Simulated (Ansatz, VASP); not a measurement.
Two plane-wave programs on WSe2

INCAR

```
SYSTEM = WSe2
ALGO = Normal
EDIFF = 1E-7
ENCUT = 520
GGA = PS
ISIF = 2
ISMEAR = 0
LASPH = .True.
LCHARG = .True.
LELF = .True.
LREAL = .False.
LVHAR = .True.
LWAVE = .False.
NBANDS = 35
NELM = 60
PREC = Accurate
SIGMA = 0.05
```

KPOINTS

```
k-points
0
Gamma
  9 9 2
  0 0 0
```

The input POSCAR:

```
WSe2
1.0
    3.2705808386      0.0000000000      0.0000000000
   -1.6352904193      2.8324060913      0.0000000000
    0.0000000000      0.0000000000     23.9869951139
W Se
2 4
Direct
    0.4974918236      0.3333333333      0.1260867242
    0.3333333333      0.6666666667      0.8623778584
    0.3333333333      0.6666666667      0.2073407565
    0.6666666667      0.3333333333      0.9321940382
    0.3333333333      0.6666666667      0.0678059618
    0.6666666667      0.3333333333      0.7926592435
```

Input for Ansatz:

```yaml
crystal:
  lattice:
    - [3.2705808386, 0.0, 0.0]
    - [-1.6352904193, 2.8324060913, 0.0]
    - [0.0, 0.0, 23.9869951139]
  atoms:
    - { symbol: W, position: [0.4974918236, 0.3333333333, 0.1260867242] }
    - { symbol: W, position: [0.3333333333, 0.6666666667, 0.8623778584] }
    - { symbol: Se, position: [0.3333333333, 0.6666666667, 0.2073407565] }
    - { symbol: Se, position: [0.6666666667, 0.3333333333, 0.9321940382] }
    - { symbol: Se, position: [0.3333333333, 0.6666666667, 0.0678059618] }
    - { symbol: Se, position: [0.6666666667, 0.3333333333, 0.7926592435] }
basis:
  ecutwfc: 420
kpoints:
  mp_grid: { grid: [9, 9, 2] }
hamiltonian:
  xc: pbesol
  pseudopotentials: { kind: paw, azcp: { folder: soft_1 } }
scf:
  occupations: { method: gaussian, width: 0.05 }
output:
  forces: true
  stress: true
  eigenvalues: true
```

Alike in both runs: task single point; functional PBEsol; k mesh 9 × 9 × 2; occupations gaussian, width 0.05 eV; no spin polarisation.

```csv
,VASP,Ansatz
version,VASP 6.6.1,Ansatz 0.2.0
potentials or method,"VASP PAW PBE potentials, release 64 (W_sv, Se), cutoff 520 eV","scalar-relativistic, plane waves, PAW"
valence electrons in the cell,52,92
```

|  | VASP | Ansatz | Ansatz less VASP |
| --- | --- | --- | --- |
| gap on the k mesh at the Fermi level (eV) | none | none | - |
| rms of the force components (eV/Å) | 4.978 | 4.955 | -0.0231 |

VASP's potentials were made for PBE, not for PBEsol, and Ansatz warns of the same on its side. Atom by atom the forces differ by 0.036 eV/Å (rms over components). A gap of «none» marks a metal or a gap that the smearing closes. VASP's potentials hold 52 valence electrons a cell and Ansatz's 92, so a difference there can come from the potentials and not from the codes.

Neither program's run includes spin-orbit coupling.
